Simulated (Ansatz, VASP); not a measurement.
Two plane-wave programs on KZnF3

POSCAR

```
KZnF3
1.0
    4.0500000000     -0.0405000000      0.0000000000
   -0.0405000000      4.0500000000      0.0000000000
    0.0000000000      0.0000000000      4.0500000000
K Zn F
1 1 3
Direct
    0.0000000000      0.0000000000      0.0000000000
    0.5000000000      0.5000000000      0.5000000000
    0.5000000000      0.5000000000      0.0000000000
    0.0000000000      0.5000000000      0.5000000000
    0.5000000000      0.0000000000      0.5000000000
```

The input INCAR.step1:

```
SYSTEM = KZnF3
PREC = Accurate
ENCUT = 520
ISMEAR = 0
SIGMA = 0.05
LREAL = .FALSE.
LASPH = .TRUE.
NELM = 60
NBANDS = 29
GGA = PE
ALGO = Normal
EDIFF = 1E-4
LWAVE = .TRUE.
LCHARG = .FALSE.
```

INCAR.step2

```
SYSTEM = KZnF3
PREC = Accurate
ENCUT = 520
EDIFF = 1E-6
ISMEAR = 0
SIGMA = 0.05
LREAL = .FALSE.
LASPH = .TRUE.
NELM = 60
ALGO = Normal
ISIF = 2
LWAVE = .FALSE.
LCHARG = .FALSE.
METAGGA = R2SCAN
LMIXTAU = .TRUE.
NBANDS = 29
ISTART = 1
```

KPOINTS

```
regular mesh
0
G
  6 6 6
  0 0 0
```

Input for Ansatz:

```yaml
crystal:
  lattice:
    - [4.05, -0.0405, 0.0]
    - [-0.0405, 4.05, 0.0]
    - [0.0, 0.0, 4.05]
  atoms:
    - { symbol: K, position: [0.0, 0.0, 0.0] }
    - { symbol: Zn, position: [0.5, 0.5, 0.5] }
    - { symbol: F, position: [0.5, 0.5, 0.0] }
    - { symbol: F, position: [0.0, 0.5, 0.5] }
    - { symbol: F, position: [0.5, 0.0, 0.5] }
basis:
  ecutwfc: 500
kpoints:
  mp_grid: { grid: [6, 6, 6] }
hamiltonian:
  xc: r2scan
scf:
  occupations: { method: gaussian, width: 0.05 }
output:
  forces: true
  stress: true
  eigenvalues: true
```

Change from the starting cell: strain -0.0200 x Voigt [0, 0, 0, 0, 0, 1], atoms carried along.

Alike in both runs: task single point; functional r2SCAN; k mesh 6 × 6 × 6; occupations gaussian, width 0.05 eV; no spin polarisation.

|  | VASP | Ansatz |
| --- | --- | --- |
| version | VASP 6.6.1 | Ansatz 0.2.0 |
| potentials or method | VASP PAW PBE potentials, release 64 (K_sv, Zn, F), cutoff 520 eV | scalar-relativistic, plane waves, PAW |
| valence electrons in the cell | 42 | 42 |

```csv
,VASP,Ansatz,Ansatz less VASP
gap on the k mesh at the Fermi level (eV),4.58,4.63,+0.051
least direct gap on the mesh (eV),6.52,6.55,+0.024
pressure (GPa),0.1,-0.2,-0.28
"traceless stress, the component that is largest in VASP (GPa)",0.75,0.74,-0.014
```

VASP's potentials were made for PBE, not for r2SCAN. The functional is the same, so the differences come from potentials, cutoffs and numerics.
